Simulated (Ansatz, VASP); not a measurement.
**TiAl: VASP beside Ansatz**

Contents of POSCAR:

```
TiAl
1.0
    3.1790640000      0.0000000000      0.0000000000
    0.0000000000      3.1790640000      0.0000000000
    0.0000000000      0.0000000000      3.1790640000
Ti Al
1 1
Direct
    0.0000000000      0.0000000000      0.0000000000
    0.5000000000      0.5000000000      0.5000000000
```

The input INCAR.step1:

```
SYSTEM = TiAl
  PREC = Accurate
  ENCUT = 600
  ISMEAR = 0
  SIGMA = 0.1
  LREAL = .False.
  LASPH = .True.
  NELM = 60
  GGA = PE
  ALGO = Normal
  EDIFF = 1E-4
  LWAVE = .True.
  LCHARG = .False.
```

Contents of INCAR.step2:

```
SYSTEM = TiAl
  PREC = Accurate
  ENCUT = 600
  EDIFF = 1E-6
  ISMEAR = 0
  SIGMA = 0.1
  LREAL = .False.
  LASPH = .True.
  NELM = 60
  ALGO = Normal
  ISIF = 3
  LWAVE = .False.
  LCHARG = .False.
  METAGGA = R2SCAN
  LMIXTAU = .True.
  LUSE_VDW = .True.
  IVDW_NL = 2
  BPARAM = 11.95
  CPARAM = 0.0093
  IBRION = 2
  NSW = 100
  EDIFFG = -0.002
  ISTART = 1
```

The input KPOINTS:

```
regular mesh
0
Gamma
  14 14 14
  0 0 0
```

Input for Ansatz:

```yaml
crystal:
  lattice:
    - [3.179064, 0.0, 0.0]
    - [0.0, 3.179064, 0.0]
    - [0.0, 0.0, 3.179064]
  atoms:
    - { symbol: Ti, position: [0.0, 0.0, 0.0] }
    - { symbol: Al, position: [0.5, 0.5, 0.5] }
basis:
  ecutwfc: 500
kpoints:
  mp_grid: { grid: [14, 14, 14] }
hamiltonian:
  xc: r2scan
  dispersion: rvv10
  pseudopotentials: { kind: paw, azcp: { folder: soft_1 } }
scf:
  occupations: { method: gaussian, width: 0.1 }
output:
  forces: true
  stress: true
  eigenvalues: true
relax:
  adjacent_minimum: "off"
  f_tol: 0.002
  max_steps: 80
  cell: { stress_tol: 0.02 }
```

Alike in both runs: task relaxation of cell and atoms; functional r2SCAN; dispersion rVV10; k mesh 14 × 14 × 14; occupations gaussian, width 0.1 eV; no spin polarisation.

|  | VASP | Ansatz |
| --- | --- | --- |
| version | VASP 6.6.1 | Ansatz 0.2.0 |
| potentials or method | VASP PAW PBE potentials, release 64 (Ti_sv, Al), cutoff 600 eV | scalar-relativistic, plane waves, PAW |
| valence electrons in the cell | 15 | 15 |

```tsv
	VASP	Ansatz	Ansatz less VASP
gap on the k mesh at the Fermi level, each at its own relaxed structure (eV)	none	none	-
relaxed volume (Å³/atom)	15.88	15.86	-0.020
relaxed cell length with the largest relative difference (Å)	3.167	3.166	-0.0013
```

VASP's potentials were made for PBE, not for r2SCAN. A gap of «none» marks a metal or a gap that the smearing closes.
